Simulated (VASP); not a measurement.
# SiGeO4 (P1) in VASP: further runs, part 2 of 2

VASP 6.6.1.

**3. Single point, PBE**

File INCAR:

```
PREC     = Accurate       # precision mode
ENCUT    = 910            # plane-wave cutoff, eV
EDIFF    = 1E-6           # SCF threshold, eV
ISMEAR   = 0              # smearing method
SIGMA    = 0.1            # smearing width, eV
LREAL    = F              # projectors in reciprocal space
LASPH    = T              # aspherical terms in the spheres
NELM     = 120            # most SCF steps
ALGO     = Normal         # electronic algorithm
ISIF     = 2              # what is computed and relaxed
LWAVE    = F              # write WAVECAR
LCHARG   = F              # write CHGCAR
GGA      = PE             # functional
NBANDS   = 54             # bands
GGA_COMPAT= F
```

File KPOINTS:

```
regular mesh
0
Gamma
  3 3 2
```

File POSCAR:

```
SiGeO4
1.0
    5.0973299224     -0.0394915854      0.0514183276
   -2.5856894953      4.4878889750     -0.1169796768
    0.0914939037     -0.1739371287      8.5039822111
Si Ge O
2 2 8
Direct
    0.3382516461      0.6331873319      0.9365125599
    0.6622353102      0.3641078047      0.4374506308
    0.6697062081      0.3019030564      0.0621348473
    0.3323690792      0.7028491272      0.5635126714
    0.0591831711      0.5699991002      1.0572824096
    0.4463096045      0.3862565168      0.9446289154
    0.6288160386      0.9612026145      0.9872005183
    0.2151093276      0.6133908838      0.7584621684
    0.5385131502      0.2691560877      0.2565670799
    0.4507938156      0.0829192786      0.5484731043
    0.6367802486      0.6513679064      0.5064759300
    1.0219324003      0.4636602920      0.4413011646
```

Potentials or basis: VASP PAW PBE potentials, release 64 (Si, Ge_d, O_h).

Started as:

```bash
$ cat potpaw_PBE.64/Si/POTCAR potpaw_PBE.64/Ge_d/POTCAR potpaw_PBE.64/O_h/POTCAR > POTCAR
$ mpirun -np 1 vasp_std > vasp.out
```

OUTCAR:

```text
PREC = Accurate
   ENCUT = 910
   EDIFF = 1E-6
   ISMEAR = 0
   LREAL = F
   LASPH = T
   NELM = 120
   ISIF = 2
   GGA = PE

 ion  position               nearest neighbor table
   1  0.338  0.633  0.937-   8 1.63   6 1.63   7 1.64   5 1.64
   2  0.662  0.364  0.437-   9 1.63  10 1.63  12 1.64  11 1.64
   3  0.670  0.302  0.062-   9 1.75   6 1.75   5 1.76   7 1.76
   4  0.332  0.703  0.564-   8 1.75  10 1.75  12 1.76  11 1.76
   5  0.059  0.570  0.057-   1 1.64   3 1.76
   6  0.446  0.386  0.945-   1 1.63   3 1.75
   7  0.629  0.961  0.987-   1 1.64   3 1.76
   8  0.215  0.613  0.758-   1 1.63   4 1.75
   9  0.539  0.269  0.257-   2 1.63   3 1.75
  10  0.451  0.083  0.548-   2 1.63   4 1.75
  11  0.637  0.651  0.506-   2 1.64   4 1.76
  12  0.022  0.464  0.441-   2 1.64   4 1.76

  LATTYP: Found a triclinic cell.
 ALAT       =     5.1089015709
 B/A-ratio  =     2.3653027887
 C/A-ratio  =     0.9978157050
 COS(alpha) =     0.0027719661
 COS(beta)  =     0.4847059156
 COS(gamma) =     0.6232403604

  Lattice vectors:

 A1 = (   2.5116404271,   4.4483973896,  -0.0655613492)
 A2 = (   0.0174448355,   8.7623492359,   8.3214411851)
 A3 = (   5.0973299224,  -0.0394915854,   0.0514183276)

Analysis of symmetry for initial positions (statically):
=====================================================================
 Subroutine PRICEL returns:
 Original cell was already a primitive cell.

 Routine SETGRP: Setting up the symmetry group for a
 triclinic supercell.

 Subroutine GETGRP returns: Found  1 space group operations
 (whereof  1 operations were pure point group operations)
 out of a pool of  2 trial point group operations.

The static configuration has the point symmetry C_1 .

Analysis of symmetry for dynamics (positions and initial velocities):
=====================================================================
 Subroutine PRICEL returns:
 Original cell was already a primitive cell.

 Routine SETGRP: Setting up the symmetry group for a
 triclinic supercell.

 Subroutine GETGRP returns: Found  1 space group operations
 (whereof  1 operations were pure point group operations)
 out of a pool of  2 trial point group operations.

The dynamic configuration has the point symmetry C_1 .

 Subroutine INISYM returns: Found  1 space group operations
 (whereof  1 operations are pure point group operations),
 and found     1 'primitive' translations

----------------------------------------------------------------------------------------

                                     Primitive cell

  volume of cell :     193.5696

  direct lattice vectors                    reciprocal lattice vectors
     5.097329922 -0.039491585  0.051418328     0.197058756  0.113540332  0.000202165
    -2.585689495  4.487888975 -0.116979677     0.001688758  0.223913789  0.004561676
     0.091493904 -0.173937129  8.503982211    -0.001168262  0.002393621  0.117653495

  length of vectors
     5.097742223  5.180793555  8.506252918     0.227428233  0.223966618  0.117683640

  position of ions in fractional coordinates (direct lattice)
[... 65 lines left out ...]
 -0.333333  0.333333  0.500000      2.000000
   k-points           NKPTS =     10   k-points in BZ     NKDIM =     10   number of bands    NBANDS=     54
   number of dos      NEDOS =    301   number of ions     NIONS =     12
   total plane-waves  NPLWV = 226800
   dimension x,y,z NGX =    50 NGY =   54 NGZ =   84
   dimension x,y,z NGXF=   100 NGYF=  108 NGZF=  168
   ions per type =               2   2   8
   NGX,Y,Z   is equivalent  to a cutoff of  16.31, 17.33, 16.42 a.u.
   NGXF,Y,Z  is equivalent  to a cutoff of  32.61, 34.66, 32.83 a.u.
 SYSTEM =  unknown system
   PREC   = accura    normal or accurate (medium, high low for compatibility)
   ISTART =      0    job   : 0-new  1-cont  2-samecut
   ICHARG =      2    charge: 1-file 2-atom 10-const
   ISPIN  =      1    spin polarized calculation?
   LNONCOLLINEAR =      F non collinear calculations
   LSORBIT =      F    spin-orbit coupling
   LASPH  =      T    aspherical Exc in radial PAW
   ENCUT  =  910.0 eV  66.88 Ry    8.18 a.u.  12.54 12.74 20.92*2*pi/ulx,y,z
   NELM   =    120;   NELMIN=  2; NELMDL= -5     # of ELM steps
   EDIFF  = 0.1E-05   stopping-criterion for ELM
   LREAL  =      F    real-space projection
   EDIFFG = 0.1E-04   stopping-criterion for IOM
   NSW    =      0    number of steps for IOM
   IBRION =     -1    ionic relax: 0-MD 1-quasi-New 2-CG
   NFREE  =      0    steps in history (QN), initial steepest desc. (CG)
   ISIF   =      2    stress and relaxation
   ISYM   =      2    0-nonsym 1-usesym 2-fastsym
   POTIM  = 0.5000    time-step for ionic-motion
   TEBEG  =    0.0;   TEEND  =   0.0 temperature during run
   PSTRESS=    0.0 pullay stress
   NELECT =      84.0000    total number of electrons
   NUPDOWN=      -1.0000    fix difference up-down
   EMIN   =  10.00;   EMAX   =-10.00  energy-range for DOS
   EFERMI =   0.00;   METHOD = LEGACY
   ISMEAR =     0;   SIGMA  =   0.10  broadening in eV -4-tet -1-fermi 0-gaus
   EFERMI_NEDOS =   21; number of points for ismear=-14 and -15
   IALGO  =     38    algorithm
   IMIX   =      4    mixing-type and parameters
     AMIX     =   0.40;   BMIX     =  1.00
     AMIX_MAG =   1.60;   BMIX_MAG =  1.00
  volume/ion in A,a.u.               =      16.13       108.86
  Fermi-wavevector in a.u.,A,eV,Ry     =   1.239431  2.342184 20.901110  1.536188
  Thomas-Fermi vector in A             =   2.373914
   LORBIT       =      0    0 simple, 1 ext, 2 COOP (PROOUT), +10 PAW based schemes
   GGA     = PE    functional components
   LHFCALC =     F    Hartree Fock is set to
   AEXX    =    0.0000 exact exchange contribution
   IVDW    =     0    specifies the selected vdW correction
   LEPSILON=     F    determine dielectric tensor
   LRPA    =     F    only Hartree local field effects (RPA)
 non-spin polarized calculation
 Gauss-broadening in eV      SIGMA  =   0.10
  energy-cutoff  :      910.00
  volume of cell :      193.57
 maximum number of plane-waves:     12100
 NGX is ok and might be reduce to    50
   NGX = 25   NGY = 25   NGZ = 41

 number of electron      84.0000003 magnetization

 Free energy of the ion-electron system (eV)
  ---------------------------------------------------
  ext. energy  EPLUGINS =         0.00000000
  ---------------------------------------------------
  free energy    TOTEN  =       -85.98205574 eV

  energy without entropy =      -85.98205574  energy(sigma->0) =      -85.98205574

 E-fermi :  -0.0667     XC(G=0):  -8.2390

 val. band max:       -0.5140088045   @ k =   0.3333  -0.0000  -0.0000
 cond. band min:       3.9039468428   @ k =   0.0000   0.0000   0.0000
 fundamental gap:      4.4179556473
 Fermi energy:        -0.0666626368

 k-point     1 :       0.0000    0.0000    0.0000
  band No.  band energies     occupation
      1     -23.7039      2.00000
      2     -23.6901      2.00000
      3     -23.6849      2.00000
      4     -23.6804      2.00000
      5     -23.6751      2.00000
      6     -23.6708      2.00000
[... 559 lines left out ...]
     53      10.1816      0.00000
     54      10.6587      0.00000

------------------------ aborting loop because EDIFF is reached ----------------------------------------

  FORCE on cell =-STRESS in cart. coord.  units (eV):
  Direction    XX          YY          ZZ          XY          YZ          ZX
  --------------------------------------------------------------------------------------
  -------------------------------------------------------------------------------------
  Total       -0.6426619     -0.7181301     -0.6835258      0.0064968     -0.0277914      0.0051501
  in kB       -5.3193187     -5.9439696     -5.6575498      0.0537739     -0.2300296      0.0426273
  external PRESSURE =      -5.6402794 kB  Pullay stress =       0.0000000 kB

 VOLUME and BASIS-vectors are now :
 -----------------------------------------------------------------------------
  energy-cutoff  :      910.00
  volume of cell :      193.57
      direct lattice vectors                 reciprocal lattice vectors
     5.097329922 -0.039491585  0.051418328     0.197058756  0.113540332  0.000202165
    -2.585689495  4.487888975 -0.116979677     0.001688758  0.223913789  0.004561676
     0.091493904 -0.173937129  8.503982211    -0.001168262  0.002393621  0.117653495

 POSITION                                       TOTAL-FORCE (eV/Angst)
 -----------------------------------------------------------------------------------
      0.17264      2.66542      7.90741         0.023368      0.012375     -0.001867
      2.47419      1.53183      3.71153         0.006256      0.005374     -0.009222
      2.63877      1.31765      0.52751        -0.004209     -0.006672      0.003848
     -0.07160      3.04317      4.72697        -0.003147      0.003259      0.012810
     -1.16692      2.54579      0.42349        -0.056617     -0.037927      0.019923
      1.36268      1.55154      8.01087         0.047903     -0.018516      0.031733
      0.81023      4.11723      8.31503        -0.017234      0.048768      0.019227
     -0.42016      2.61241      6.38926        -0.003383      0.013529     -0.076105
      2.07250      1.14205      2.17805         0.010607      0.001199     -0.067738
      2.13362      0.25893      4.67768         0.009727     -0.070518      0.020835
      1.60798      2.81002      4.26361        -0.051127      0.017156      0.016616
     -1.04671      2.00323      3.69971         0.037857      0.031974      0.029940
 -----------------------------------------------------------------------------------
    total drift:                                0.001497     -0.000855     -0.000574

  FREE ENERGIE OF THE ION-ELECTRON SYSTEM (eV)
  ---------------------------------------------------
  free  energy   TOTEN  =       -85.9820557363 eV

  energy  without entropy=      -85.9820557363  energy(sigma->0) =      -85.98205574
```

It took 6 min on 1 thread of Intel Xeon Platinum 8375C at 2.90GHz (Ice Lake), shared host; peak memory 0.6 GiB.

What came out:

- Free energy: -85.9821 eV
- Pressure: -0.6 GPa
- Largest force: 0.077 eV/Å
- Band gap on the k mesh: 4.42 eV, indirect (least direct gap 4.44 eV)

Forces in eV/Å, atoms in the order of the input:
```
Si   0.023  0.012 -0.002
Si   0.006  0.005 -0.009
Ge  -0.004 -0.007  0.004
Ge  -0.003  0.003  0.013
O   -0.057 -0.038  0.020
O    0.048 -0.019  0.032
O   -0.017  0.049  0.019
O   -0.003  0.014 -0.076
O    0.011  0.001 -0.068
O    0.010 -0.071  0.021
O   -0.051  0.017  0.017
O    0.038  0.032  0.030
```

Levels at points of the mesh, in eV from the valence-band top:
```
           k point  band 40  band 41  band 42  band 43  band 44  band 45
(0.00, 0.00, 0.00)    -0.31    -0.21    -0.02     4.42     5.97     8.25
(0.00, 0.00, 0.50)    -0.28    -0.18    -0.06     5.17     5.17     8.23
```

Caveat: the k points lie up to 0.48 Å⁻¹ apart; the cutoff is under 1.25 times the usual one of these potentials, so pressure, stress and relaxed cells hold a basis-set (Pulay) error. A k mesh can miss the band edges.
